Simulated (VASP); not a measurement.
The system is Al3B2As.

```xyz
6
Lattice="-1.9018 1.9018 4.8214 1.9018 -1.9018 4.8214 1.9018 1.9018 -4.8214" Properties=species:S:1:pos:R:3 pbc="T T T"
Al    0.0000    1.9018    2.4107
Al    0.0000    0.0000    4.8214
Al    1.9018    0.0000    2.4107
B     0.0000    0.0000    6.6604
B     0.0000    0.0000    2.9824
As    0.0000    0.0000    0.0000
```

```yaml
Program: VASP 6.6.1
Task: relaxation of cell and atoms
Functional: PBE
Potentials_or_basis: VASP PAW PBE potentials, release 64 (Al, B, As)
Cutoff: 600 eV
k_mesh: 6 × 6 × 6
Occupations: gaussian, width 0.1 eV
Spin: no spin polarisation
```

At the start: pressure 41.0 GPa; volume 11.63 Å³/atom.

Q: How do energy, volume and symmetry change on relaxing?

A: Over 28 steps the energy falls by 467.5 meV/atom and the volume is 15.58 Å³/atom (+34.0 %); space group I4/mmm (No. 139, to 0.05 Å).

The path:
```
step  energy change (eV)  largest force (eV/Å)  pressure (GPa)  volume (Å³)
   1              0.0000                1.6831           41.00        69.76
   2             -1.8177                0.5579           -9.15       104.29
   3             -2.2639                0.2545            0.29        90.78
   4             -2.2636                0.2724           -0.17        91.24
   5             -2.2724                0.2538           -0.23        91.43
   6             -2.3022                0.2013           -0.44        91.98
   7             -2.3897                0.1455           -0.94        93.06
   8             -2.5429                0.6176           -2.09        95.04
   9             -1.9335                3.8362           -2.66        98.39
  10             -2.5077                1.2146           -2.12        95.45
  11             -2.5095                1.1503           -2.08        95.35
  12             -2.5105                1.1568           -2.09        95.37
  13             -2.5131                1.1766           -2.11        95.42
  14             -2.5178                1.2170           -2.16        95.51
  15             -2.5244                1.2986           -2.25        95.70
  16             -2.5277                1.4649           -2.42        96.06
  17             -2.5392                1.4239           -2.39        96.00
  18             -2.5722                1.3034           -2.29        95.82
  19             -2.6313                1.0738           -2.06        95.44
  20             -2.7236                0.6522           -1.45        94.68
  21             -2.8009                0.1185            0.36        93.07
  22             -2.8008                0.1465            0.45        93.00
  23             -2.8015                0.1415            0.35        93.10
  24             -2.8030                0.1258            0.07        93.39
  25             -2.8032                0.0894           -0.47        93.98
  26             -2.8036                0.1063           -0.23        93.72
  27             -2.8043                0.0662           -0.16        93.63
  28             -2.8047                0.0005           -0.05        93.48
```

Final structure:
```
Al B As
1.0
    -1.91869    1.91869    6.34822
     1.91869   -1.91869    6.34822
     1.91869    1.91869   -6.34822
Al B As
3 2 1
Direct
  0.75000 0.25000 0.50000
  0.50000 0.50000 0.00000
  0.25000 0.75000 0.50000
  0.66671 0.66671 0.00000
  0.33329 0.33329 0.00000
  0.00000 0.00000 0.00000
```

Caveat: the k points lie up to 0.39 Å⁻¹ apart in the final cell; the volume moved by over 15 % at a fixed basis, so the end points are rough.
